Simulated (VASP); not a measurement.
Here is a VASP 6.6.1 calculation.

Contents of INCAR:

```
ALGO = Normal
EDIFF = 1E-6
ENCUT = 750
GGA_COMPAT = False
ISIF = 2
ISMEAR = 0
LASPH = True
LCHARG = False
LREAL = False
LWAVE = False
NBANDS = 15
NELM = 120
PREC = Accurate
SIGMA = 0.01
```

The input KPOINTS:

```
k-points
0
Gamma
  10 10 10
```

POSCAR

```
MgO
1.0
    0.0000000000      2.0717114492      2.0717114492
    2.0717114492      0.0000000000      2.0717114492
    2.0717114492      2.0717114492      0.0000000000
Mg O
1 1
Direct
    0.0000000000      0.0000000000      0.0000000000
    0.5000000000      0.5000000000      0.5000000000
```

Potentials or basis: VASP PAW LDA potentials, release 64 (Mg_sv, O).

Run with:

```console
$ cat potpaw_LDA.64/Mg_sv/POTCAR potpaw_LDA.64/O/POTCAR > POTCAR
$ mpirun -np 1 vasp_std > vasp.out
```

(1) Estimate the band gap on the k mesh.

(2) Predict the pressure.

## Answers

(1) 5.16 eV.

(2) 2.1 GPa.
